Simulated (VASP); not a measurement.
Set up this calculation in VASP 6.6.1, as the native input.

- Task: single point
- Functional: PBE
- Potentials or basis: VASP PAW PBE potentials, release 64 (Te, As)
- Cutoff: 500 eV
- k mesh: 6 × 6 × 6
- Occupations: gaussian, width 0.2 eV
- Spin: no spin polarisation
- Dipole correction: no
- Further INCAR settings: ALGO = Normal; EDIFF = 1e-06; NBANDS = 16

The structure of Te2As lies in POSCAR:

```
Te2As
1.0
   -2.4122122146      2.4122122146      3.8648500944
    2.4122122146     -2.4122122146      3.8648500944
    2.4122122146      2.4122122146     -3.8648500944
Te As
2 1
Direct
    0.2500000000      0.7500000000      0.5000000000
    0.7500000000      0.2500000000      0.5000000000
    0.0000000000      0.0000000000      0.0000000000
```

The cell was generated, and may not be a known phase.

These files were run (other wordings do the same):

INCAR

```
PREC     = Accurate       # precision mode
ENCUT    = 500            # plane-wave cutoff, eV
EDIFF    = 1E-6           # SCF threshold, eV
ISMEAR   = 0              # smearing method
SIGMA    = 0.2            # smearing width, eV
LREAL    = False          # projectors in reciprocal space
LASPH    = True           # aspherical terms in the spheres
NELM     = 120            # most SCF steps
ALGO     = Normal         # electronic algorithm
ISIF     = 2              # what is computed and relaxed
LWAVE    = False          # write WAVECAR
LCHARG   = False          # write CHGCAR
GGA      = PE             # functional
NBANDS   = 16             # bands
GGA_COMPAT= False
```

KPOINTS

```
Automatic mesh
0
Gamma
  6 6 6
```

Potentials or basis: VASP PAW PBE potentials, release 64 (Te, As).

Run with:

```sh
$ cat potpaw_PBE.64/Te/POTCAR potpaw_PBE.64/As/POTCAR > POTCAR
$ mpirun -np 1 vasp_std > vasp.out
```

Results of the run:

| Quantity | Value |
| --- | --- |
| Pressure | -0.1 GPa |
| Band gap on the k mesh | zero (an odd number of electrons rules out a gap without spin polarisation) |

Caveat: spin-orbit coupling is left out, which moves the levels of the heavy elements; an odd number of electrons without spin polarisation forces a metal; a magnetic or distorted state may lie lower.

It took 49 s on 1 thread of Intel Xeon 8259CL, with other jobs on the host, peak memory 0.25 GiB.
